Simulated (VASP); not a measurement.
## GaSb: single point with PBEsol

System: GaSb, a slab with vacuum.

```
Sb Ga
1.0
     4.32129    0.00000    0.00000
     0.00000    4.32129    0.00000
     0.00000    0.00000   25.69465
Sb Ga
4 4
Direct
  0.00000 0.50000 0.29189
  0.50000 0.00000 0.41081
  0.00000 0.50000 0.52973
  0.50000 0.00000 0.64865
  0.50000 0.50000 0.35135
  0.00000 0.00000 0.47027
  0.50000 0.50000 0.58919
  0.00000 0.00000 0.70811
```

| Property | Result |
| --- | --- |
| Program | VASP 6.6.1 |
| Task | single point |
| Functional | PBEsol |
| Potentials or basis | VASP PAW PBE potentials, release 64 (Sb, Ga_d) |
| Cutoff | 520 eV |
| k mesh | 8 × 8 × 1 |
| Occupations | gaussian, width 0.1 eV |
| Spin | no spin polarisation |

| Quantity | Value |
| --- | --- |
| Largest force | 0.565 eV/Å |
| Band gap on the k mesh | zero (bands 36 and 37 overlap by 0.91 eV) |

Forces on the atoms (eV/Å):
```
Sb   0.000  0.000  0.078
Sb   0.000  0.000  0.202
Sb   0.000  0.000  0.138
Sb   0.000  0.000 -0.419
Ga   0.000  0.000 -0.238
Ga   0.000  0.000 -0.139
Ga   0.000  0.000 -0.187
Ga   0.000  0.000  0.565
```

Levels at points of the mesh, in eV from the Fermi level:
| k point | band 33 | band 34 | band 35 | band 36 | band 37 | band 38 | band 39 | band 40 |
| --- | --- | --- | --- | --- | --- | --- | --- | --- |
| (0.00, 0.00, 0.00) | -0.82 | -0.64 | 0.02 | 0.43 | 1.05 | 1.17 | 1.30 | 1.63 |
| (0.50, 0.00, 0.00) | -1.13 | -1.08 | -0.79 | -0.34 | 1.04 | 1.38 | 1.63 | 1.97 |
| (0.00, 0.50, 0.00) | -0.94 | -0.91 | -0.70 | -0.39 | 0.05 | 0.28 | 1.85 | 1.92 |
| (0.50, 0.50, 0.00) | -2.46 | -2.31 | -0.88 | -0.85 | -0.48 | 0.18 | 1.61 | 1.99 |

Wall time 27 min on 1 thread of Intel Xeon 8259CL (shared host), peak memory 0.75 GiB.

Caveat: the PAW data sets were made with another functional, which shifts forces and pressure a little; spin-orbit coupling is left out, which moves the levels of the heavy elements.
